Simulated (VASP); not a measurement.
Wanted: the native input for a VASP 6.6.1 run.

| Property | Result |
| --- | --- |
| Task | relaxation of cell and atoms |
| Functional | PBE |
| Potentials or basis | VASP PAW PBE potentials, release 64 (Cu, O) |
| Cutoff | 600 eV |
| k mesh | 18 × 18 × 12 |
| Occupations | gaussian, width 0.1 eV |
| Spin | no spin polarisation |
| Dipole correction | no |
| Further INCAR settings | ALGO = Normal; EDIFF = 1e-07; IBRION = 2; EDIFFG = -0.01; NSW = 100; ISIF = 3 |

The structure of CuO2 lies in POSCAR:

```
CuO2
1.0
    3.5129242927      0.0000000000      0.0000000000
   -1.7564621464      3.0422816791      0.0000000000
    0.0000000000      0.0000000000      4.0307469616
Cu O
1 2
Direct
    0.0000000000      0.0000000000      0.0000000000
    0.3333333333      0.6666666667      0.0000000000
    0.6666666667      0.3333333333      0.0000000000
```

The cell was generated, and may not be a known phase.

The input as run:

INCAR

```
SYSTEM = CuO2
ALGO = Normal ; EDIFF = 1E-7
EDIFFG = -0.01 ; ENCUT = 600
GGA = PE ; IBRION = 2
ISIF = 3 ; ISMEAR = 0
LASPH = .TRUE. ; LCHARG = .FALSE.
LREAL = .FALSE. ; LWAVE = .FALSE.
NELM = 100 ; NSW = 100
PREC = Accurate ; SIGMA = 0.1
```

KPOINTS

```
k-points
0
G
  18 18 12
  0 0 0
```

Potentials or basis: VASP PAW PBE potentials, release 64 (Cu, O).

Run with:

```bash
$ cat potpaw_PBE.64/Cu/POTCAR potpaw_PBE.64/O/POTCAR > POTCAR
$ mpirun -np 1 vasp_std > vasp.out
```

It gave:

| Item | Value |
| --- | --- |
| Relaxed volume | 14.39 Å³/atom |
| Relaxed cell | a = 3.517 Å, b = 3.517 Å, c = 4.032 Å, α = 90.00°, β = 90.00°, γ = 120.00° |
| Space group after relaxing (to 0.1 Å) | P6/mmm (No. 191) |
| Energy gained by relaxing | 0.0 meV/atom |
| Ionic steps | 3 |
| Pressure after relaxing | 0.0 GPa |
| Band gap on the k mesh | zero (an odd number of electrons rules out a gap without spin polarisation) |

Caveat: an odd number of electrons without spin polarisation forces a metal; a magnetic or distorted state may lie lower; semilocal functionals often make such compounds metallic where correlation or magnetic order opens a gap, which also shifts bond lengths.

It took 3.5 min on 1 thread of Intel(R) Xeon(R) 6975P-C (Granite Rapids) (shared host), peak memory 0.33 GiB.
